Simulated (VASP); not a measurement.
# Cu (P6_3/mmc) in VASP: further runs

Aim: see how the results for Cu move with the level of theory and the settings. Levels: PBE, r2SCAN. Tasks: single point, relaxation of cell and atoms.

Everything below comes from runs of VASP 6.6.1. Logs are shortened: lines on timing, memory, paths and dates and some standing lists are left out, and cuts for length are marked.

## Step 1: The cell of the first run

Symmetry: P6_3/mmc, No. 194, hexagonal system. The conventional cell has a = 2.531 Å, b = 2.531 Å, c = 8.262 Å, α = 90.00°, β = 90.00°, γ = 120.00°. Cu (site symmetry -6m2) has 12 Cu at 2.53 Å within 3.3 Å. Cu (site symmetry -3m) has 12 Cu at 2.53 Å within 3.3 Å.

## Step 2: Single point, PBE

Input file INCAR:

```
SYSTEM = Cu
  PREC = Accurate
  ENCUT = 700
  EDIFF = 1E-6
  ISMEAR = -1
  SIGMA = 0.05
  LREAL = .False.
  LASPH = .True.
  NELM = 120
  ALGO = Normal
  ISIF = 2
  LWAVE = .False.
  LCHARG = .True.
  GGA = PE
  LELF = .True.
  LVHAR = .True.
  NBANDS = 46
  GGA_COMPAT = .False.
```

Input file KPOINTS:

```
regular mesh
0
Gamma
  12 12 4
  0 0 0
```

Input file POSCAR:

```
Cu
1.0
    2.5307640267      0.0000000000      0.0000000000
   -1.2653820134      2.1917059381      0.0000000000
    0.0000000000      0.0000000000      8.2618150800
Cu
4
Direct
    0.6666666667      0.3333333333      0.7500000000
    0.0000000000      0.0000000000      0.5000000000
    0.3333333333      0.6666666667      0.2500000000
    0.0000000000      0.0000000000      0.0000000000
```

Potentials or basis: VASP PAW PBE potentials, release 64 (Cu_sv_GW).

Run with:

```sh
$ cat potpaw_PBE.64/Cu_sv_GW/POTCAR > POTCAR
$ mpirun -np 1 vasp_std > vasp.out
```

OUTCAR:

```text
SYSTEM = Cu
   PREC = Accurate
   ENCUT = 700
   EDIFF = 1E-6
   ISMEAR = -1
   LREAL = .False.
   LASPH = .True.
   NELM = 120
   ISIF = 2
   GGA = PE

 ion  position               nearest neighbor table
   1  0.667  0.333  0.750-   2 2.53   4 2.53   2 2.53   4 2.53   2 2.53   4 2.53
   2  0.000  0.000  0.500-   1 2.53   3 2.53   1 2.53   3 2.53   1 2.53   3 2.53
   3  0.333  0.667  0.250-   2 2.53   4 2.53   2 2.53   4 2.53   2 2.53   4 2.53
   4  0.000  0.000  0.000-   1 2.53   3 2.53   1 2.53   3 2.53   1 2.53   3 2.53

  LATTYP: Found a hexagonal cell.
 ALAT       =     2.5307640267
 C/A-ratio  =     3.2645537051

  Lattice vectors:

 A1 = (   2.5307640267,   0.0000000000,   0.0000000000)
 A2 = (  -1.2653820134,   2.1917059381,   0.0000000000)
 A3 = (   0.0000000000,   0.0000000000,   8.2618150800)

Analysis of symmetry for initial positions (statically):
=====================================================================
 Subroutine PRICEL returns:
 Original cell was already a primitive cell.

 Routine SETGRP: Setting up the symmetry group for a
 hexagonal supercell.

 Subroutine GETGRP returns: Found 24 space group operations
 (whereof 12 operations were pure point group operations)
 out of a pool of 24 trial point group operations.

The static configuration has the point symmetry D_3d.
 The point group associated with its full space group is D_6h.

Analysis of symmetry for dynamics (positions and initial velocities):
=====================================================================
 Subroutine PRICEL returns:
 Original cell was already a primitive cell.

 Routine SETGRP: Setting up the symmetry group for a
 hexagonal supercell.

 Subroutine GETGRP returns: Found 24 space group operations
 (whereof 12 operations were pure point group operations)
 out of a pool of 24 trial point group operations.

The dynamic configuration has the point symmetry D_3d.
 The point group associated with its full space group is D_6h.

 Subroutine INISYM returns: Found 24 space group operations
 (whereof 12 operations are pure point group operations),
 and found     1 'primitive' translations

----------------------------------------------------------------------------------------

                                     Primitive cell

  volume of cell :      45.8257

  direct lattice vectors                    reciprocal lattice vectors
[... 83 lines left out ...]
   ISTART =      0    job   : 0-new  1-cont  2-samecut
   ICHARG =      2    charge: 1-file 2-atom 10-const
   ISPIN  =      1    spin polarized calculation?
   LNONCOLLINEAR =      F non collinear calculations
   LSORBIT =      F    spin-orbit coupling
   LASPH  =      T    aspherical Exc in radial PAW
   ENCUT  =  700.0 eV  51.45 Ry    7.17 a.u.   5.46  5.46 17.82*2*pi/ulx,y,z
   NELM   =    120;   NELMIN=  2; NELMDL= -5     # of ELM steps
   EDIFF  = 0.1E-05   stopping-criterion for ELM
   LREAL  =      F    real-space projection
   EDIFFG = 0.1E-04   stopping-criterion for IOM
   NSW    =      0    number of steps for IOM
   IBRION =     -1    ionic relax: 0-MD 1-quasi-New 2-CG
   NFREE  =      0    steps in history (QN), initial steepest desc. (CG)
   ISIF   =      2    stress and relaxation
   ISYM   =      2    0-nonsym 1-usesym 2-fastsym
   POTIM  = 0.5000    time-step for ionic-motion
   TEBEG  =    0.0;   TEEND  =   0.0 temperature during run
   PSTRESS=    0.0 pullay stress
   NELECT =      76.0000    total number of electrons
   NUPDOWN=      -1.0000    fix difference up-down
   EMIN   =  10.00;   EMAX   =-10.00  energy-range for DOS
   EFERMI =   0.00;   METHOD = LEGACY
   ISMEAR =    -1;   SIGMA  =   0.05  broadening in eV -4-tet -1-fermi 0-gaus
   EFERMI_NEDOS =   21; number of points for ismear=-14 and -15
   IALGO  =     38    algorithm
   IMIX   =      4    mixing-type and parameters
     AMIX     =   0.40;   BMIX     =  1.00
     AMIX_MAG =   1.60;   BMIX_MAG =  1.00
  volume/ion in A,a.u.               =      11.46        77.31
  Fermi-wavevector in a.u.,A,eV,Ry     =   1.937803  3.661916 51.090956  3.755079
  Thomas-Fermi vector in A             =   2.968306
   LORBIT       =      0    0 simple, 1 ext, 2 COOP (PROOUT), +10 PAW based schemes
   GGA     = PE    functional components
   LHFCALC =     F    Hartree Fock is set to
   AEXX    =    0.0000 exact exchange contribution
   IVDW    =     0    specifies the selected vdW correction
   LEPSILON=     F    determine dielectric tensor
   LRPA    =     F    only Hartree local field effects (RPA)
 non-spin polarized calculation
  energy-cutoff  :      700.00
  volume of cell :       45.83
 maximum number of plane-waves:      1980
 NGX is ok and might be reduce to    24
   NGX = 11   NGY = 11   NGZ = 35

 number of electron      76.0000020 magnetization

 Free energy of the ion-electron system (eV)
  ---------------------------------------------------
  ext. energy  EPLUGINS =         0.00000000
  ---------------------------------------------------
  free energy    TOTEN  =       -15.11203186 eV

  energy without entropy =      -15.09889364  energy(sigma->0) =      -15.10546275

 E-fermi :   7.8919     XC(G=0): -13.5556

 val. band max:        7.8681827563   @ k =   0.1667   0.0833   0.5000
 cond. band min:       7.9897138340   @ k =   0.5000  -0.0000   0.5000
 fundamental gap:      0.1215310777
 Fermi energy:         7.8919389129

 k-point     1 :       0.0000    0.0000    0.0000
  band No.  band energies     occupation
      1    -104.6821      2.00000
      2    -104.6777      2.00000
      3    -104.6589      2.00000
      4    -104.6556      2.00000
      5     -62.1156      2.00000
      6     -62.0634      2.00000
[... 1165 lines left out ...]
     45      20.6824      0.00000
     46      21.4807      0.00000

 [... further k-points ...]
[... 5 lines left out ...]
  --------------------------------------------------------------------------------------
  -------------------------------------------------------------------------------------
  Total        0.5192742      0.5192742      0.3815504     -0.0000000      0.0000000     -0.0000000
  in kB       18.1550700     18.1550700     13.3399171     -0.0000000      0.0000000     -0.0000000
  external PRESSURE =      16.5500190 kB  Pullay stress =       0.0000000 kB

 VOLUME and BASIS-vectors are now :
 -----------------------------------------------------------------------------
  energy-cutoff  :      700.00
  volume of cell :       45.83
      direct lattice vectors                 reciprocal lattice vectors
     2.530764027  0.000000000  0.000000000     0.395137591  0.228132794  0.000000000
    -1.265382013  2.191705938  0.000000000     0.000000000  0.456265589  0.000000000
     0.000000000  0.000000000  8.261815080     0.000000000  0.000000000  0.121038778

 POSITION                                       TOTAL-FORCE (eV/Angst)
 -----------------------------------------------------------------------------------
      1.26538      0.73057      6.19636         0.000000      0.000000     -0.000000
      0.00000      0.00000      4.13091        -0.000000      0.000000     -0.000000
     -0.00000      1.46114      2.06545         0.000000     -0.000000      0.000000
      0.00000      0.00000      0.00000        -0.000000      0.000000     -0.000000
 -----------------------------------------------------------------------------------
    total drift:                               -0.000000      0.000000      0.000000

  FREE ENERGIE OF THE ION-ELECTRON SYSTEM (eV)
  ---------------------------------------------------
  free  energy   TOTEN  =       -15.1120318604 eV

  energy  without entropy=      -15.0988936413  energy(sigma->0) =      -15.10546275
```

OSZICAR:

```text
N       E                     dE             d eps       ncg     rms          rms(c)
DAV:   1     0.232422006894E+04    0.23242E+04   -0.49232E+04  7612   0.663E+03
DAV:   2     0.456276337835E+03   -0.18679E+04   -0.18136E+04  7196   0.171E+03
DAV:   3     0.229465981934E+02   -0.43333E+03   -0.40012E+03  9246   0.108E+03
DAV:   4    -0.142147440635E+02   -0.37161E+02   -0.35653E+02  9182   0.451E+02
DAV:   5    -0.183101424452E+02   -0.40954E+01   -0.40606E+01 10240   0.154E+02    0.165E+01
DAV:   6    -0.171540211094E+02    0.11561E+01   -0.38979E+01  8608   0.264E+02    0.105E+01
DAV:   7    -0.151270735807E+02    0.20269E+01   -0.10850E+01  7976   0.149E+02    0.343E+00
DAV:   8    -0.151207376648E+02    0.63359E-02   -0.45745E-01  9496   0.187E+01    0.777E-01
DAV:   9    -0.151118080385E+02    0.89296E-02   -0.59871E-02  8728   0.111E+01    0.169E-01
DAV:  10    -0.151119931331E+02   -0.18509E-03   -0.56517E-03  9112   0.433E+00    0.106E-01
DAV:  11    -0.151120510473E+02   -0.57914E-04   -0.90595E-04  9984   0.800E-01    0.457E-02
DAV:  12    -0.151120278479E+02    0.23199E-04   -0.10297E-04  8936   0.474E-01    0.143E-02
DAV:  13    -0.151120315719E+02   -0.37240E-05   -0.15769E-05  8840   0.156E-01    0.346E-03
DAV:  14    -0.151120318604E+02   -0.28857E-06   -0.96570E-07  3816   0.541E-02
   1 F= -.15112032E+02 E0= -.15105463E+02  d E =-.131382E-01
```

stdout:

```text
POSCAR found type information on POSCAR Cu
 POSCAR found :  1 types and       4 ions
 scaLAPACK will be used
 LDA part: xc-table for (Slater+PW92), standard interpolation
 POSCAR, INCAR and KPOINTS ok, starting setup
 FFT: planning ... GRIDC
 FFT: planning ... GRID_SOFT
 FFT: planning ... GRID
 WAVECAR not read
 entering main loop
```

It took 2.9 min on 1 thread of Intel Xeon Platinum 8375C at 2.90GHz (Ice Lake), shared host; peak memory 0.3 GiB.

What came out:

* Free energy: -15.1120 eV
* Pressure: 1.7 GPa
* Band gap on the k mesh: zero (band 38 reaches 11.37 eV, above the bottom of band 39 at 6.19 eV)

Stress tensor (GPa, compression positive):
```
1.82 0.00 0.00
0.00 1.82 0.00
0.00 0.00 1.33
```

[end of part 1 of 2]
